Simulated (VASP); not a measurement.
# PbSe (I4/mmm) in VASP: single point with PBEsol

Aim: the single point of PbSe with PBEsol.

Program: VASP 6.6.1. These are calculated values, not measurements. Logs are shortened: lines on timing, memory, paths and dates and some standing lists are left out, and cuts for length are marked.

**1. The cell of the first run**

The structure is tetragonal, space group I4/mmm (No. 139). Conventional cell: a = 4.315 Å, b = 4.315 Å, c = 6.072 Å, α = 90.00°, β = 90.00°, γ = 90.00°. Pb (site symmetry 4/mmm) has 6 Se at 3.04 to 3.05 Å within 4.0 Å. Within 4.0 Å of Se (site symmetry 4/mmm) lie 6 Pb at 3.04 to 3.05 Å.

**2. Single point, PBEsol, non-collinear spin, zero start, spin-orbit coupling (z stretched by -0.5 %, x and y held)**

Input file INCAR:

```
SYSTEM = PbSe
  PREC = Accurate
  ENCUT = 520
  EDIFF = 1E-7
  ISMEAR = -1
  SIGMA = 0.01
  LREAL = .False.
  LASPH = .True.
  NELM = 150
  ALGO = Normal
  ISIF = 2
  LWAVE = .False.
  LCHARG = .False.
  MAGMOM = 0 0 0 0 0 0
  LORBIT = 11
  LSORBIT = .True.
  GGA_COMPAT = .False.
  LORBMOM = .True.
  GGA = PS
  NBANDS = 32
```

Input file KPOINTS:

```
regular mesh
0
Gamma
  12 12 12
  0 0 0
```

Input file POSCAR:

```
PbSe
1.0
    0.0000000000      3.0514739670      3.0362165972
    3.0514739670      0.0000000000      3.0362165972
    3.0514739670      3.0514739670      0.0000000000
Pb Se
1 1
Direct
    0.0000000000      0.0000000000      0.0000000000
    0.5000000000      0.5000000000      0.5000000000
```

Potentials or basis: VASP PAW PBE potentials, release 64 (Pb_d, Se).

Started as:

```console
> cat potpaw_PBE.64/Pb_d/POTCAR potpaw_PBE.64/Se/POTCAR > POTCAR
> mpirun -np 1 vasp_ncl > vasp.out
```

OUTCAR:

```text
SYSTEM = PbSe
   PREC = Accurate
   ENCUT = 520
   EDIFF = 1E-7
   ISMEAR = -1
   LREAL = .False.
   LASPH = .True.
   NELM = 150
   ISIF = 2
   LORBIT = 11
   LSORBIT = .True.
   GGA = PS

 ion  position               nearest neighbor table
   1  0.000  0.000  0.000-   2 3.04   2 3.04   2 3.05   2 3.05   2 3.05   2 3.05
   2  0.500  0.500  0.500-   1 3.04   1 3.04   1 3.05   1 3.05   1 3.05   1 3.05

  LATTYP: Found a body centered tetragonal cell.
 ALAT       =     4.3154358694
 C/A-ratio  =     1.4071424946

  Lattice vectors:

 A1 = (   0.0000000000,  -3.0514739670,  -3.0362165972)
 A2 = (   0.0000000000,   3.0514739670,  -3.0362165972)
 A3 = (   3.0514739670,   0.0000000000,   3.0362165972)

Analysis of symmetry for initial positions (statically):
=====================================================================
 Subroutine PRICEL returns:
 Original cell was already a primitive cell.

 Routine SETGRP: Setting up the symmetry group for a
 body centered tetragonal supercell.

 Subroutine GETGRP returns: Found 16 space group operations
 (whereof 16 operations were pure point group operations)
 out of a pool of 16 trial point group operations.

The static configuration has the point symmetry D_4h.

Analysis of symmetry for dynamics (positions and initial velocities):
=====================================================================
 Subroutine PRICEL returns:
 Original cell was already a primitive cell.

 Routine SETGRP: Setting up the symmetry group for a
 body centered tetragonal supercell.

 Subroutine GETGRP returns: Found 16 space group operations
 (whereof 16 operations were pure point group operations)
 out of a pool of 16 trial point group operations.

The dynamic configuration has the point symmetry D_4h.

Analysis of structural, dynamic, and magnetic symmetry:
=====================================================================
 Subroutine PRICEL returns:
 Original cell was already a primitive cell.

 Routine SETGRP: Setting up the symmetry group for a
 body centered tetragonal supercell.

 Subroutine GETGRP returns: Found 16 space group operations
 (whereof 16 operations were pure point group operations)
 out of a pool of 16 trial point group operations.

The overall configuration has the point symmetry D_4h.

 Subroutine INISYM returns: Found 16 space group operations
 (whereof 16 operations are pure point group operations),
 and found     1 'primitive' translations

----------------------------------------------------------------------------------------

                                     Primitive cell

  volume of cell :      56.5434

  direct lattice vectors                    reciprocal lattice vectors
     0.000000000  3.051473967  3.036216597    -0.163855240  0.163855240  0.164678633
     3.051473967  0.000000000  3.036216597     0.163855240 -0.163855240  0.164678633
     3.051473967  3.051473967  0.000000000     0.163855240  0.163855240 -0.164678633

  length of vectors
     4.304660799  4.304660799  4.315435869     0.284281782  0.284281782  0.284281782

  position of ions in fractional coordinates (direct lattice)
     0.000000000  0.000000000  0.000000000
     0.500000000  0.500000000  0.500000000

  ion indices of the primitive-cell ions
   primitive index   ion index
                 1           1
                 2           2

----------------------------------------------------------------------------------------

 KPOINTS: regular mesh

Automatic generation of k-mesh.
 Grid dimensions read from file:
 generate k-points for:   12   12   12

 Generating k-lattice:

  Cartesian coordinates                     Fractional coordinates (reciprocal lattice)
    -0.013654603  0.013654603  0.013723219     0.083333333  0.000000000  0.000000000
     0.013654603 -0.013654603  0.013723219     0.000000000  0.083333333  0.000000000
     0.013654603  0.013654603 -0.013723219     0.000000000  0.000000000  0.083333333

  Length of vectors
     0.023690149  0.023690149  0.023690149

  Shift w.r.t. Gamma in fractional coordinates (k-lattice)
     0.000000000  0.000000000  0.000000000

 Subroutine IBZKPT returns following result:
 ===========================================

 Found    163 irreducible k-points:

 Following reciprocal coordinates:
            Coordinates               Weight
  0.000000  0.000000  0.000000      1.000000
  0.083333  0.000000  0.000000      8.000000
  0.166667  0.000000  0.000000      8.000000
  0.250000  0.000000  0.000000      8.000000
  0.333333 -0.000000  0.000000      8.000000
  0.416667  0.000000  0.000000      8.000000
[... 16 lines left out ...]
  0.500000  0.166667  0.000000      8.000000
 -0.416667  0.166667  0.000000      8.000000
 [... further k-points ...]
[... 21 lines left out ...]
   NSW    =      0    number of steps for IOM
   IBRION =     -1    ionic relax: 0-MD 1-quasi-New 2-CG
   NFREE  =      0    steps in history (QN), initial steepest desc. (CG)
   ISIF   =      2    stress and relaxation
   ISYM   =      2    0-nonsym 1-usesym 2-fastsym
   POTIM  = 0.5000    time-step for ionic-motion
   TEBEG  =    0.0;   TEEND  =   0.0 temperature during run
   PSTRESS=    0.0 pullay stress
   NELECT =      20.0000    total number of electrons
   NUPDOWN=      -1.0000    fix difference up-down
   EMIN   =  10.00;   EMAX   =-10.00  energy-range for DOS
   EFERMI =   0.00;   METHOD = LEGACY
   ISMEAR =    -1;   SIGMA  =   0.01  broadening in eV -4-tet -1-fermi 0-gaus
   EFERMI_NEDOS =   21; number of points for ismear=-14 and -15
   IALGO  =     38    algorithm
   IMIX   =      4    mixing-type and parameters
     AMIX     =   0.40;   BMIX     =  1.00
     AMIX_MAG =   1.60;   BMIX_MAG =  1.00
  volume/ion in A,a.u.               =      28.27       190.79
  Fermi-wavevector in a.u.,A,eV,Ry     =   1.157775  2.187877 18.237831  1.340443
  Thomas-Fermi vector in A             =   2.294383
   LORBIT       =     11    0 simple, 1 ext, 2 COOP (PROOUT), +10 PAW based schemes
   GGA     = PS    functional components
   LHFCALC =     F    Hartree Fock is set to
   AEXX    =    0.0000 exact exchange contribution
   IVDW    =     0    specifies the selected vdW correction
   LEPSILON=     F    determine dielectric tensor
   LRPA    =     F    only Hartree local field effects (RPA)
  energy-cutoff  :      520.00
  volume of cell :       56.54
 maximum number of plane-waves:      3086
   NGX = 17   NGY = 17   NGZ = 17

 number of electron      20.0000000 magnetization       0.0000000      0.0000000      0.0000000

 number of electron      20.0000004 magnetization      -0.0000000      0.0000000      0.0000000

 number of electron      20.0000004 magnetization       0.0000000     -0.0000000     -0.0000000

 Free energy of the ion-electron system (eV)
  ---------------------------------------------------
  ext. energy  EPLUGINS =         0.00000000
  ---------------------------------------------------
  free energy    TOTEN  =        -9.34616294 eV

  energy without entropy =       -9.34616292  energy(sigma->0) =       -9.34616293

 E-fermi :   4.9806     XC(G=0):  -9.7810

 val. band max:        4.8710023512   @ k =   0.5000   0.0000   0.0000
 cond. band min:       5.0901912688   @ k =   0.5000   0.0000   0.0000
 fundamental gap:      0.2191889176
 Fermi energy:         4.9805942177

 k-point     1 :       0.0000    0.0000    0.0000
  band No.  band energies     occupation
      1     -13.1419      1.00000
      2     -13.1419      1.00000
      3     -13.1404      1.00000
      4     -13.1404      1.00000
      5     -10.5943      1.00000
      6     -10.5943      1.00000
[... 829 lines left out ...]
     31      14.4301      0.00000
     32      14.4301      0.00000

 [... further k-points ...]
[... 5 lines left out ...]
  --------------------------------------------------------------------------------------
  -------------------------------------------------------------------------------------
  Total       -0.0771363     -0.0771363      0.1405494      0.0000000     -0.0000000     -0.0000000
  in kB       -2.1856835     -2.1856835      3.9825165      0.0000000     -0.0000000     -0.0000000
  external PRESSURE =      -0.1296168 kB  Pullay stress =       0.0000000 kB

 VOLUME and BASIS-vectors are now :
 -----------------------------------------------------------------------------
  energy-cutoff  :      520.00
  volume of cell :       56.54
      direct lattice vectors                 reciprocal lattice vectors
     0.000000000  3.051473967  3.036216597    -0.163855240  0.163855240  0.164678633
     3.051473967  0.000000000  3.036216597     0.163855240 -0.163855240  0.164678633
     3.051473967  3.051473967  0.000000000     0.163855240  0.163855240 -0.164678633

 POSITION                                       TOTAL-FORCE (eV/Angst)
 -----------------------------------------------------------------------------------
      0.00000      0.00000      0.00000        -0.000000      0.000000      0.000000
      3.05147      3.05147      3.03622         0.000000     -0.000000      0.000000
 -----------------------------------------------------------------------------------
    total drift:                                0.000000     -0.000000     -0.000000

  FREE ENERGIE OF THE ION-ELECTRON SYSTEM (eV)
  ---------------------------------------------------
  free  energy   TOTEN  =        -9.3461629415 eV

  energy  without entropy=       -9.3461629222  energy(sigma->0) =       -9.34616293

 orbital moment (x)

 # of ion     p       d       tot
 ----------------------------------------
  1         0.000   0.000   0.000
  2         0.000   0.000   0.000
 ----------------------------------------
            0.000   0.000   0.000

 orbital moment (y)

 # of ion     p       d       tot
 ----------------------------------------
  1         0.000   0.000   0.000
  2        -0.000   0.000  -0.000
 ----------------------------------------
           -0.000   0.000   0.000

 orbital moment (z)

 # of ion     p       d       tot
 ----------------------------------------
  1         0.000   0.000   0.000
  2         0.000  -0.000  -0.000
 ----------------------------------------
            0.000  -0.000  -0.000

 Spin-Orbit-Coupling matrix elements

 Ion:    1  E_soc:     -0.8543419
 l=   1
     0.0000000    -0.0752842    -0.0749129
    -0.0752842     0.0000000    -0.0752842
    -0.0749129    -0.0752842     0.0000000
 l=   2
     0.0000000    -0.0135051     0.0000000    -0.0135051    -0.0537252
    -0.0135051     0.0000000    -0.0402921    -0.0135059    -0.0134320
     0.0000000    -0.0402921     0.0000000    -0.0402921     0.0000000
    -0.0135051    -0.0135059    -0.0402921     0.0000000    -0.0134320
    -0.0537252    -0.0134320     0.0000000    -0.0134320     0.0000000
 l=   3
     0.0000000     0.0000000     0.0000000     0.0000000     0.0000000     0.0000000     0.0000000
     0.0000000     0.0000000     0.0000000     0.0000000     0.0000000     0.0000000     0.0000000
     0.0000000     0.0000000     0.0000000     0.0000000     0.0000000     0.0000000     0.0000000
     0.0000000     0.0000000     0.0000000     0.0000000     0.0000000     0.0000000     0.0000000
     0.0000000     0.0000000     0.0000000     0.0000000     0.0000000     0.0000000     0.0000000
     0.0000000     0.0000000     0.0000000     0.0000000     0.0000000     0.0000000     0.0000000
     0.0000000     0.0000000     0.0000000     0.0000000     0.0000000     0.0000000     0.0000000

 Ion:    2  E_soc:     -0.0498551
 l=   1
     0.0000000    -0.0083308    -0.0083197
    -0.0083308     0.0000000    -0.0083308
    -0.0083197    -0.0083308     0.0000000
 l=   2
     0.0000000    -0.0000022     0.0000000    -0.0000022     0.0000198
    -0.0000022     0.0000000     0.0000153    -0.0000023     0.0000050
     0.0000000     0.0000153     0.0000000     0.0000153     0.0000000
    -0.0000022    -0.0000023     0.0000153     0.0000000     0.0000050
     0.0000198     0.0000050     0.0000000     0.0000050     0.0000000
 l=   3
     0.0000000     0.0000000     0.0000000     0.0000000     0.0000000     0.0000000     0.0000000
     0.0000000     0.0000000     0.0000000     0.0000000     0.0000000     0.0000000     0.0000000
     0.0000000     0.0000000     0.0000000     0.0000000     0.0000000     0.0000000     0.0000000
     0.0000000     0.0000000     0.0000000     0.0000000     0.0000000     0.0000000     0.0000000
     0.0000000     0.0000000     0.0000000     0.0000000     0.0000000     0.0000000     0.0000000
     0.0000000     0.0000000     0.0000000     0.0000000     0.0000000     0.0000000     0.0000000
     0.0000000     0.0000000     0.0000000     0.0000000     0.0000000     0.0000000     0.0000000

 total charge

# of ion       s       p       d       tot
------------------------------------------
    1        1.452   0.574   9.840  11.867
    2        1.473   2.304   0.019   3.796
--------------------------------------------------
tot          2.926   2.878   9.860  15.663

 magnetization (x)

# of ion       s       p       d       tot
------------------------------------------
    1        0.000  -0.000  -0.000  -0.000
    2       -0.000  -0.000  -0.000  -0.000
--------------------------------------------------
tot         -0.000  -0.000  -0.000  -0.000

 magnetization (y)

# of ion       s       p       d       tot
------------------------------------------
    1        0.000   0.000   0.000   0.000
    2        0.000   0.000   0.000   0.000
--------------------------------------------------
tot          0.000   0.000   0.000   0.000

 magnetization (z)

# of ion       s       p       d       tot
------------------------------------------
    1        0.000   0.000   0.000   0.000
    2        0.000   0.000   0.000   0.000
--------------------------------------------------
tot          0.000   0.000   0.000   0.000
```

Wall time 16 min (1 thread of Oxide Virtual Turin-like, shared host); peak memory 0.56 GiB.

What came out:

* Free energy: -9.3462 eV
* Pressure: 0.0 GPa
* Net moment: 0.00 μB per cell
* Valence electrons inside the program's atomic spheres: Pb 11.87; Se 3.80

Stress tensor (GPa, compression positive):
```
-0.22  0.00  0.00
 0.00 -0.22  0.00
 0.00  0.00  0.40
```

Moments on the atoms (μB; x, y, z):
```
Pb  0.00 0.00 0.00
Se  0.00 0.00 0.00
```

Caveat: the cell differs from its parent crystal (z stretched by -0.5 %, x and y held); the PAW data sets were made with another functional, which shifts forces and pressure a little.
